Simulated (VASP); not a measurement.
A run of VASP 6.6.1 is set up as follows.

The input INCAR:

```
SYSTEM = LiSi2
PREC = Accurate ; ENCUT = 600
EDIFF = 1E-7 ; ISMEAR = 0
SIGMA = 0.1 ; LREAL = .False.
LASPH = .True. ; NELM = 60
ALGO = Normal ; ISIF = 3
LWAVE = .False. ; LCHARG = .False.
GGA = PE ; IBRION = 2
NSW = 90 ; EDIFFG = -0.04
```

KPOINTS

```
regular mesh
0
Gamma
  6 6 6
  0 0 0
```

Contents of POSCAR:

```
LiSi2
1.0
    1.6060719079      0.9272660484      4.8507480157
   -1.6060719079      0.9272660484      4.8507480157
    0.0000000000     -1.8545320967      4.8507480157
Li Si
1 2
Direct
    0.0000000000      0.0000000000      0.0000000000
    0.7500000000      0.7500000000      0.7500000000
    0.2500000000      0.2500000000      0.2500000000
```

Potentials or basis: VASP PAW PBE potentials, release 64 (Li_sv, Si).

The run is started by

```bash
$ cat potpaw_PBE.64/Li_sv/POTCAR potpaw_PBE.64/Si/POTCAR > POTCAR
$ mpirun -np 1 vasp_std > vasp.out
```

Question: What does it give for the band gap on the k mesh?

Answer: Zero (an odd number of electrons rules out a gap without spin polarisation).

Question: What does it give for the relaxed volume?

Answer: 17.70 Å³/atom.

Question: Estimate the space group after relaxing (to 0.1 Å).

Answer: R-3m (No. 166).

Question: Estimate the relaxed cell.

Answer: a = 5.927 Å, b = 5.927 Å, c = 5.927 Å, α = 32.38°, β = 32.38°, γ = 32.38°.

Final structure:
```
CELL_PARAMETERS angstrom
1.65260 0.95413 5.61166
-1.65260 0.95413 5.61166
0.00000 -1.90825 5.61166
ATOMIC_POSITIONS crystal
Li 0.00000 0.00000 0.00000
Si 0.78933 0.78933 0.78933
Si 0.21067 0.21067 0.21067
```

Caveat: the k points lie up to 0.37 Å⁻¹ apart in the final cell, too coarse for converged energies and pressures of a metal; the cutoff is under 1.25 times the usual one of these potentials, so pressure, stress and relaxed cells hold a basis-set (Pulay) error; the volume moved by over 15 % at a fixed basis, so the end points are rough; an odd number of electrons without spin polarisation forces a metal; a magnetic or distorted state may lie lower.
